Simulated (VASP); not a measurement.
Input of a VASP 6.6.1 run:

Contents of INCAR:

```
SYSTEM = Ni
PREC     = Accurate       ! precision mode
ENCUT    = 520            ! plane-wave cutoff, eV
EDIFF    = 1E-7           ! SCF threshold, eV
ISMEAR   = 0              ! smearing method
SIGMA    = 0.1            ! smearing width, eV
LREAL    = .FALSE.        ! projectors in reciprocal space
LASPH    = .TRUE.         ! aspherical terms in the spheres
NELM     = 150            ! most SCF steps
ALGO     = Normal         ! electronic algorithm
ISIF     = 2              ! what is computed and relaxed
LWAVE    = .FALSE.        ! write WAVECAR
LCHARG   = .FALSE.        ! write CHGCAR
ISPIN    = 2              ! spin polarisation
MAGMOM   = 0.73 0.73 0.73 0.73 ! initial moments
LORBIT   = 11             ! projections on sites
LMAXMIX  = 4              ! l up to which the mixer works
LDIPOL   = .TRUE.       
IDIPOL   = 3            
DIPOL    = 0.5 0.5 0.499
GGA      = PS             ! functional
NBANDS   = 32             ! bands
```

KPOINTS

```
regular mesh
0
G
  12 12 1
  0 0 0
```

File POSCAR:

```
Ni
1.0
    2.4488168674      0.0000000000      0.0000000000
   -1.2244084337      2.1207376164      0.0000000000
    0.0000000000      0.0000000000     22.9983517986
Ni
4
Direct
    0.6666666667      0.3333333333      0.3695917027
    0.3333333333      0.6666666667      0.4565305676
    0.0000000000      0.0000000000      0.5429818206
    0.6666666667      0.3333333333      0.6287801276
```

Potentials or basis: VASP PAW PBE potentials, release 64 (Ni).

Launch:

```sh
$ cat potpaw_PBE.64/Ni/POTCAR > POTCAR
$ mpirun -np 1 vasp_std > vasp.out
```

**Question.** Predict the site moments.

**Answer.** Ni +0.63, +0.68 (each value once) μB.

**Question.** What does it give for the largest force?

**Answer.** 0.157 eV/Å.

**Question.** Estimate the net moment.

**Answer.** 2.59 μB per cell.

Forces in eV/Å, atoms in the order of the input:
```
Ni   0.000  0.000  0.157
Ni   0.000  0.000 -0.157
Ni   0.000  0.000 -0.002
Ni   0.000  0.000  0.002
```

Caveat: the PAW data sets were made with another functional, which shifts forces and pressure a little.
